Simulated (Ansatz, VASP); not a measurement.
# Two plane-wave programs on Ru

```xyz
2
Lattice="2.7058 0.0000 0.0000 -1.3529 2.3433 0.0000 0.0000 0.0000 4.7101" Properties=species:S:1:pos:R:3 pbc="T T T"
Ru    0.0000    1.5622    1.1775
Ru    1.3529    0.7811    3.5326
```

Change from the starting cell: strain +0.1000 x Voigt [0, 0, 1, 0, 0, 0], atoms carried along.

Alike in both runs: task single point; functional LDA; k mesh 21 × 21 × 12; occupations gaussian, width 0.15 eV; no spin polarisation.

|  | VASP | Ansatz |
| --- | --- | --- |
| version | VASP 6.6.1 | Ansatz 0.2.0 |
| potentials or method | VASP PAW LDA potentials, release 64 (Ru_pv), cutoff 520 eV | scalar-relativistic, plane waves, PAW |
| valence electrons in the cell | 28 | 32 |

```csv
,VASP,Ansatz,Ansatz less VASP
gap on the k mesh at the Fermi level (eV),none,none,-
pressure (GPa),-32.5,-33.1,-0.57
"traceless stress, the component that is largest in VASP (GPa)",-21.82,-21.79,+0.033
```

LDA's correlation is that of Perdew and Zunger in VASP and of Perdew and Wang (1992) in Ansatz. A gap of «none» marks a metal or a gap that the smearing closes. Both programs put the cell under strong tension, so it lies far from rest at this level. VASP's potentials hold 28 valence electrons a cell and Ansatz's 32, so a difference there can come from the potentials and not from the codes.

Noted on VASP's run: the cell as given lies far from equilibrium.
